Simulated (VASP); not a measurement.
# La2P6Ru (Fm-3m) in VASP: a series of runs

La2P6Ru is run at these levels: PBE; tasks: relaxation of cell and atoms, single point.

All numbers are computed with VASP 6.6.1; they aren't measurements. Logs are shortened: lines on timing, memory, paths and dates and some standing lists are left out, and cuts for length are marked.

**1. The cell of the first run**

It takes space group Fm-3m (No. 225, cubic). The conventional cell has a = 8.884 Å, b = 8.884 Å, c = 8.884 Å, α = 90.00°, β = 90.00°, γ = 90.00°. La (site symmetry -43m) has 12 P at 3.14 Å and 4 Ru at 3.85 Å within 4.1 Å. P (site symmetry 4mm) has 1 Ru at 2.11 Å within 2.8 Å. Ru (site symmetry m-3m) has 6 P at 2.11 Å within 2.8 Å.

The cell was built from a structure type or drawn by symmetry, and may not be a known phase.

**2. Relaxation of cell and atoms, PBE**

INCAR reads:

```
SYSTEM = La2P6Ru
ALGO = Normal
EDIFF = 1E-6
EDIFFG = -0.04
ENCUT = 600
GGA = PE
IBRION = 2
ISIF = 3
ISMEAR = 0
LASPH = .True.
LCHARG = .False.
LREAL = .False.
LWAVE = .False.
NELM = 100
NSW = 90
PREC = Accurate
SIGMA = 0.1
```

KPOINTS reads:

```
k-points
0
Gamma
  4 4 4
  0 0 0
```

POSCAR reads:

```
La2P6Ru
1.0
    0.0000000000      4.4421914100      4.4421914100
    4.4421914100      0.0000000000      4.4421914100
    4.4421914100      4.4421914100      0.0000000000
La P Ru
2 6 1
Direct
    0.2500000000      0.2500000000      0.2500000000
    0.7500000000      0.7500000000      0.7500000000
    0.2369999900      0.7630000100      0.7630000100
    0.7630000100      0.2369999900      0.7630000100
    0.7630000100      0.2369999900      0.2369999900
    0.2369999900      0.7630000100      0.2369999900
    0.7630000100      0.7630000100      0.2369999900
    0.2369999900      0.2369999900      0.7630000100
    0.0000000000      0.0000000000      0.0000000000
```

Potentials or basis: VASP PAW PBE potentials, release 64 (La, P, Ru_pv).

The run is started by

```sh
$ cat potpaw_PBE.64/La/POTCAR potpaw_PBE.64/P/POTCAR potpaw_PBE.64/Ru_pv/POTCAR > POTCAR
$ mpirun -np 1 vasp_std > vasp.out
```

OUTCAR:

```text
SYSTEM = La2P6Ru
   EDIFF = 1E-6
   EDIFFG = -0.04
   ENCUT = 600
   GGA = PE
   IBRION = 2
   ISIF = 3
   ISMEAR = 0
   LASPH = .True.
   LREAL = .False.
   NELM = 100
   NSW = 90
   PREC = Accurate

 ion  position               nearest neighbor table
   1  0.250  0.250  0.250-   4 3.14   5 3.14   7 3.14   3 3.14   6 3.14   7 3.14   3 3.14   4 3.14
                             8 3.14   5 3.14   6 3.14   8 3.14
   2  0.750  0.750  0.750-   3 3.14   4 3.14   7 3.14   5 3.14   6 3.14   7 3.14   4 3.14   5 3.14
                             8 3.14   3 3.14   6 3.14   8 3.14
   3  0.237  0.763  0.763-   9 2.11   2 3.14   2 3.14   1 3.14   1 3.14
   4  0.763  0.237  0.763-   9 2.11   2 3.14   2 3.14   1 3.14   1 3.14
   5  0.763  0.237  0.237-   9 2.11   2 3.14   1 3.14   2 3.14   1 3.14
   6  0.237  0.763  0.237-   9 2.11   2 3.14   1 3.14   2 3.14   1 3.14
   7  0.763  0.763  0.237-   9 2.11   2 3.14   2 3.14   1 3.14   1 3.14
   8  0.237  0.237  0.763-   9 2.11   2 3.14   1 3.14   2 3.14   1 3.14
   9  0.000  0.000  0.000-   3 2.11   4 2.11   5 2.11   6 2.11   7 2.11   8 2.11

  LATTYP: Found a face centered cubic cell.
 ALAT       =     8.8843828200

  Lattice vectors:

 A1 = (   0.0000000000,   4.4421914100,   4.4421914100)
 A2 = (   4.4421914100,   0.0000000000,   4.4421914100)
 A3 = (   4.4421914100,   4.4421914100,   0.0000000000)

Analysis of symmetry for initial positions (statically):
=====================================================================
 Subroutine PRICEL returns:
 Original cell was already a primitive cell.

 Routine SETGRP: Setting up the symmetry group for a
 face centered cubic supercell.

 Subroutine GETGRP returns: Found 48 space group operations
 (whereof 48 operations were pure point group operations)
 out of a pool of 48 trial point group operations.

The static configuration has the point symmetry O_h .

Analysis of symmetry for dynamics (positions and initial velocities):
=====================================================================
 Subroutine PRICEL returns:
 Original cell was already a primitive cell.

 Routine SETGRP: Setting up the symmetry group for a
 face centered cubic supercell.

 Subroutine GETGRP returns: Found 48 space group operations
 (whereof 48 operations were pure point group operations)
 out of a pool of 48 trial point group operations.

The dynamic configuration has the point symmetry O_h .

 Subroutine INISYM returns: Found 48 space group operations
 (whereof 48 operations are pure point group operations),
 and found     1 'primitive' translations

----------------------------------------------------------------------------------------

                                     Primitive cell

  volume of cell :     175.3161

  direct lattice vectors                    reciprocal lattice vectors
     0.000000000  4.442191410  4.442191410    -0.112557059  0.112557059  0.112557059
     4.442191410  0.000000000  4.442191410     0.112557059 -0.112557059  0.112557059
     4.442191410  4.442191410  0.000000000     0.112557059  0.112557059 -0.112557059

  length of vectors
     6.282207339  6.282207339  6.282207339     0.194954545  0.194954545  0.194954545

  position of ions in fractional coordinates (direct lattice)
     0.250000000  0.250000000  0.250000000
     0.750000000  0.750000000  0.750000000
     0.236999990  0.763000010  0.763000010
     0.763000010  0.236999990  0.763000010
     0.763000010  0.236999990  0.236999990
     0.236999990  0.763000010  0.236999990
     0.763000010  0.763000010  0.236999990
     0.236999990  0.236999990  0.763000010
     0.000000000  0.000000000  0.000000000

  ion indices of the primitive-cell ions
   primitive index   ion index
                 1           1
                 2           2
                 3           3
                 4           4
                 5           5
                 6           6
                 7           7
                 8           8
                 9           9

----------------------------------------------------------------------------------------

 KPOINTS: k-points

Automatic generation of k-mesh.
 Grid dimensions read from file:
 generate k-points for:    4    4    4

 Generating k-lattice:

  Cartesian coordinates                     Fractional coordinates (reciprocal lattice)
    -0.028139265  0.028139265  0.028139265     0.250000000  0.000000000  0.000000000
     0.028139265 -0.028139265  0.028139265     0.000000000  0.250000000  0.000000000
     0.028139265  0.028139265 -0.028139265     0.000000000  0.000000000  0.250000000

  Length of vectors
     0.048738636  0.048738636  0.048738636

  Shift w.r.t. Gamma in fractional coordinates (k-lattice)
     0.000000000  0.000000000  0.000000000

 Subroutine IBZKPT returns following result:
 ===========================================

 Found      8 irreducible k-points:

 Following reciprocal coordinates:
            Coordinates               Weight
  0.000000  0.000000  0.000000      1.000000
  0.250000  0.000000  0.000000      8.000000
  0.500000  0.000000  0.000000      4.000000
  0.250000  0.250000  0.000000      6.000000
  0.500000  0.250000  0.000000     24.000000
 -0.250000  0.250000  0.000000     12.000000
  0.500000  0.500000  0.000000      3.000000
 -0.250000  0.500000  0.250000      6.000000
   k-points           NKPTS =      8   k-points in BZ     NKDIM =      8   number of bands    NBANDS=     39
   number of dos      NEDOS =    301   number of ions     NIONS =      9
   total plane-waves  NPLWV = 125000
   dimension x,y,z NGX =    50 NGY =   50 NGZ =   50
   dimension x,y,z NGXF=   100 NGYF=  100 NGZF=  100
   ions per type =               2   6   1
   NGX,Y,Z   is equivalent  to a cutoff of  13.23, 13.23, 13.23 a.u.
   NGXF,Y,Z  is equivalent  to a cutoff of  26.46, 26.46, 26.46 a.u.
 SYSTEM =  La2P6Ru
   PREC   = accura    normal or accurate (medium, high low for compatibility)
   ISTART =      0    job   : 0-new  1-cont  2-samecut
   ICHARG =      2    charge: 1-file 2-atom 10-const
   ISPIN  =      1    spin polarized calculation?
   LNONCOLLINEAR =      F non collinear calculations
   LSORBIT =      F    spin-orbit coupling
   LASPH  =      T    aspherical Exc in radial PAW
   ENCUT  =  600.0 eV  44.10 Ry    6.64 a.u.  12.55 12.55 12.55*2*pi/ulx,y,z
   NELM   =    100;   NELMIN=  2; NELMDL= -5     # of ELM steps
   EDIFF  = 0.1E-05   stopping-criterion for ELM
   LREAL  =      F    real-space projection
   EDIFFG = -.4E-01   stopping-criterion for IOM
   NSW    =     90    number of steps for IOM
   IBRION =      2    ionic relax: 0-MD 1-quasi-New 2-CG
   NFREE  =      1    steps in history (QN), initial steepest desc. (CG)
   ISIF   =      3    stress and relaxation
   ISYM   =      2    0-nonsym 1-usesym 2-fastsym
   POTIM  = 0.5000    time-step for ionic-motion
   TEBEG  =    0.0;   TEEND  =   0.0 temperature during run
   PSTRESS=    0.0 pullay stress
   NELECT =      66.0000    total number of electrons
   NUPDOWN=      -1.0000    fix difference up-down
   EMIN   =  10.00;   EMAX   =-10.00  energy-range for DOS
   EFERMI =   0.00;   METHOD = LEGACY
   ISMEAR =     0;   SIGMA  =   0.10  broadening in eV -4-tet -1-fermi 0-gaus
   EFERMI_NEDOS =   21; number of points for ismear=-14 and -15
   IALGO  =     38    algorithm
   IMIX   =      4    mixing-type and parameters
     AMIX     =   0.40;   BMIX     =  1.00
     AMIX_MAG =   1.60;   BMIX_MAG =  1.00
  volume/ion in A,a.u.               =      19.48       131.45
  Fermi-wavevector in a.u.,A,eV,Ry     =   1.182085  2.233818 19.011775  1.397326
  Thomas-Fermi vector in A             =   2.318346
   LORBIT       =      0    0 simple, 1 ext, 2 COOP (PROOUT), +10 PAW based schemes
   GGA     = PE    functional components
   LHFCALC =     F    Hartree Fock is set to
   AEXX    =    0.0000 exact exchange contribution
   IVDW    =     0    specifies the selected vdW correction
   LEPSILON=     F    determine dielectric tensor
   LRPA    =     F    only Hartree local field effects (RPA)
 conjugate gradient relaxation of ions
 non-spin polarized calculation
 Gauss-broadening in eV      SIGMA  =   0.10
  energy-cutoff  :      600.00
  volume of cell :      175.32
 maximum number of plane-waves:      5900
   NGX = 25   NGY = 25   NGZ = 25

--------------------------------------- Ionic step        1  -------------------------------------------

 number of electron      65.9999999 magnetization

 Free energy of the ion-electron system (eV)
  ---------------------------------------------------
  ext. energy  EPLUGINS =         0.00000000
  ---------------------------------------------------
  free energy    TOTEN  =       -51.20371679 eV

  energy without entropy =      -51.15936763  energy(sigma->0) =      -51.18154221

------------------------ aborting loop because EDIFF is reached ----------------------------------------

  FORCE on cell =-STRESS in cart. coord.  units (eV):
  Direction    XX          YY          ZZ          XY          YZ          ZX
  --------------------------------------------------------------------------------------
  -------------------------------------------------------------------------------------
  Total       18.4742240     18.4742240     18.4742240      0.0000000      0.0000000      0.0000000
  in kB      168.8320869    168.8320869    168.8320869      0.0000000      0.0000000      0.0000000
  external PRESSURE =     168.8320869 kB  Pullay stress =       0.0000000 kB
[... 28 lines left out ...]
  energy  without entropy=      -51.1593676319  energy(sigma->0) =      -51.18154221

--------------------------------------- Ionic step        2  -------------------------------------------

 number of electron      65.9999997 magnetization

 E-fermi :   5.5540     XC(G=0):  -9.6061

 val. band max:        5.5499125935   @ k =  -0.2500   0.2500   0.0000
 cond. band min:       5.5992820278   @ k =   0.5000   0.2500   0.0000
 fundamental gap:      0.0493694343
 Fermi energy:         5.5540372946

 k-point     1 :       0.0000    0.0000    0.0000
  band No.  band energies     occupation
      1     -36.8155      2.00000
      2     -36.8155      2.00000
      3     -36.8155      2.00000
      4     -27.6671      2.00000
      5     -27.6607      2.00000
      6     -11.3137      2.00000
[... 404 lines left out ...]
  FREE ENERGIE OF THE ION-ELECTRON SYSTEM (eV)
  ---------------------------------------------------
  free  energy   TOTEN  =       -54.3076635084 eV

  energy  without entropy=      -54.2490645932  energy(sigma->0) =      -54.27836405

 E-fermi :  10.6141     XC(G=0): -11.4103

 val. band max:       10.5740322178   @ k =   0.5000   0.2500   0.0000
 cond. band min:      10.7103321450   @ k =  -0.2500   0.2500   0.0000
 fundamental gap:      0.1362999272
 Fermi energy:        10.6140861138

 k-point     1 :       0.0000    0.0000    0.0000
  band No.  band energies     occupation
      1     -32.5488      2.00000
      2     -32.5488      2.00000
      3     -32.5488      2.00000
      4     -21.7714      2.00000
      5     -21.7090      2.00000
      6      -5.9902      2.00000
[... 325 lines left out ...]
     38      11.2873      0.00000
     39      12.1474      0.00000

[... ionic steps 4 to 9 ...]

--------------------------------------- Ionic step       10  -------------------------------------------

 number of electron      65.9999998 magnetization

------------------------ aborting loop because EDIFF is reached ----------------------------------------

  FORCE on cell =-STRESS in cart. coord.  units (eV):
  Direction    XX          YY          ZZ          XY          YZ          ZX
  --------------------------------------------------------------------------------------
  -------------------------------------------------------------------------------------
  Total       -1.2027798     -1.2027798     -1.2027798      0.0000000      0.0000000      0.0000000
  in kB      -11.5706839    -11.5706839    -11.5706839      0.0000000      0.0000000      0.0000000
  external PRESSURE =     -11.5706839 kB  Pullay stress =       0.0000000 kB
[... 71 lines left out ...]
  energy  without entropy=      -55.9719883650  energy(sigma->0) =      -55.98567567

--------------------------------------- Ionic step       12  -------------------------------------------

 number of electron      65.9999999 magnetization

 Free energy of the ion-electron system (eV)
  ---------------------------------------------------
  ext. energy  EPLUGINS =         0.00000000
  ---------------------------------------------------
  free energy    TOTEN  =       -56.00371036 eV

  energy without entropy =      -55.97571613  energy(sigma->0) =      -55.98971324

 E-fermi :   9.6286     XC(G=0): -11.0899

 val. band max:        9.5918474107   @ k =   0.5000   0.2500   0.0000
 cond. band min:       9.7178738328   @ k =  -0.2500   0.5000   0.2500
 fundamental gap:      0.1260264221
 Fermi energy:         9.6285507139

 k-point     1 :       0.0000    0.0000    0.0000
  band No.  band energies     occupation
      1     -33.3141      2.00000
      2     -33.3141      2.00000
      3     -33.3141      2.00000
      4     -22.8762      2.00000
      5     -22.8332      2.00000
      6      -6.9422      2.00000
[... 361 lines left out ...]
  FREE ENERGIE OF THE ION-ELECTRON SYSTEM (eV)
  ---------------------------------------------------
  free  energy   TOTEN  =       -56.0037103646 eV

  energy  without entropy=      -55.9757161250  energy(sigma->0) =      -55.98971324

 reached required accuracy - stopping structural energy minimisation
```

It took 13 min on 1 thread of Intel Xeon Platinum 8488C (Sapphire Rapids), shared host; peak memory 0.43 GiB.

What came out:

| Property | Result |
| --- | --- |
| Free energy | -56.0037 eV |
| Relaxed volume | 18.53 Å³/atom |
| Relaxed cell | a = 6.178 Å, b = 6.178 Å, c = 6.178 Å, α = 60.00°, β = 60.00°, γ = 60.00° |
| Space group after relaxing (to 0.1 Å) | Fm-3m (No. 225) |
| Energy gained by relaxing | 533.3 meV/atom |
| Ionic steps | 12 |
| Pressure after relaxing | -0.2 GPa |
| Largest force after relaxing | 0.012 eV/Å |
| Band gap on the k mesh | zero (bands 33 and 34 overlap by 1.32 eV) |

Forces in eV/Å, atoms in the order of the input:
```
La   0.000  0.000  0.000
La   0.000  0.000  0.000
P   -0.012  0.000  0.000
P    0.000 -0.012  0.000
P    0.012  0.000  0.000
P    0.000  0.012  0.000
P    0.000  0.000 -0.012
P    0.000  0.000  0.012
Ru   0.000  0.000  0.000
```

The path:
```
step  energy change (eV)  largest force (eV/Å)  pressure (GPa)  volume (Å³)
   1              0.0000                5.7348           16.88       175.32
   2             -0.5975                0.6991          -15.83       232.73
   3             -3.1039                0.9988           -6.76       200.59
   4             -3.1162                1.1446           -6.01       199.17
   5             -3.1172                1.2335           -5.54       198.34
   6             -4.0360                1.1404           -3.13       183.49
   7             -4.5527                0.4398            7.74       155.73
   8             -4.6548                0.8217            2.96       164.71
   9             -4.6626                0.7449            3.99       162.54
  10             -4.7180                0.5807           -1.16       166.55
  11             -4.7956                0.0399            0.80       164.75
  12             -4.8000                0.0124           -0.20       166.75
```

Final structure:
```xyz
9
Lattice="0.0000 4.3686 4.3686 4.3686 0.0000 4.3686 4.3686 4.3686 0.0000" Properties=species:S:1:pos:R:3 pbc="T T T"
La    2.1843    2.1843    2.1843
La    6.5530    6.5530    6.5530
P     6.3253    4.3686    4.3686
P     4.3686    6.3253    4.3686
P     2.4120    4.3686    4.3686
P     4.3686    2.4120    4.3686
P     4.3686    4.3686    6.3253
P     4.3686    4.3686    2.4120
Ru    4.3686    4.3686    0.0000
```

Caveat: spin-orbit coupling is left out, which moves the levels of the heavy elements.

**3. Single point, PBE**

INCAR reads:

```
PREC = Accurate ; ENCUT = 520
EDIFF = 1E-6 ; ISMEAR = 0
SIGMA = 0.1 ; LREAL = False
LASPH = True ; NELM = 100
ALGO = Normal ; ISIF = 2
LWAVE = False ; LCHARG = False
GGA = PE ; NBANDS = 43
```

KPOINTS reads:

```
Automatic mesh
0
Gamma
  4 4 4
```

POSCAR is that of step 2.

Potentials or basis: VASP PAW PBE potentials, release 64 (La, P, Ru_pv).

The run is started by

```sh
$ cat potpaw_PBE.64/La/POTCAR potpaw_PBE.64/P/POTCAR potpaw_PBE.64/Ru_pv/POTCAR > POTCAR
$ mpirun -np 1 vasp_std > vasp.out
```

Run time: 65 s. Hardware: 1 thread of Intel Xeon Platinum 8488C (Sapphire Rapids), shared host; peak memory 0.35 GiB.

Results (log left out):

| Item | Value |
| --- | --- |
| Free energy | -51.2022 eV |
| Pressure | 16.9 GPa |
| Largest force | 5.735 eV/Å |
| Band gap on the k mesh | zero (bands 33 and 34 overlap by 1.52 eV) |

Forces in eV/Å, atoms in the order of the input:
```
La   0.000  0.000  0.000
La   0.000  0.000  0.000
P   -5.735  0.000  0.000
P    0.000 -5.735  0.000
P    5.735  0.000  0.000
P    0.000  5.735  0.000
P    0.000  0.000 -5.735
P    0.000  0.000  5.735
Ru   0.000  0.000  0.000
```

Levels at points of the mesh, in eV from the Fermi level:
```
           k point  band 29  band 30  band 31  band 32  band 33  band 34  band 35  band 36
(0.00, 0.00, 0.00)    -0.92    -0.89    -0.89    -0.89     1.42     1.42     1.42     1.51
(0.50, 0.00, 0.00)    -1.75    -0.82    -0.82    -0.32    -0.25     0.30     0.30     0.45
(0.50, 0.50, 0.00)    -1.54    -1.53    -1.53    -1.33    -1.33     0.68     0.68     0.77
```

Caveat: the cell stands under pressure; spin-orbit coupling is left out, which moves the levels of the heavy elements; forces of over 1 eV/Å act on the atoms, so gaps and moduli don't describe the material at rest.
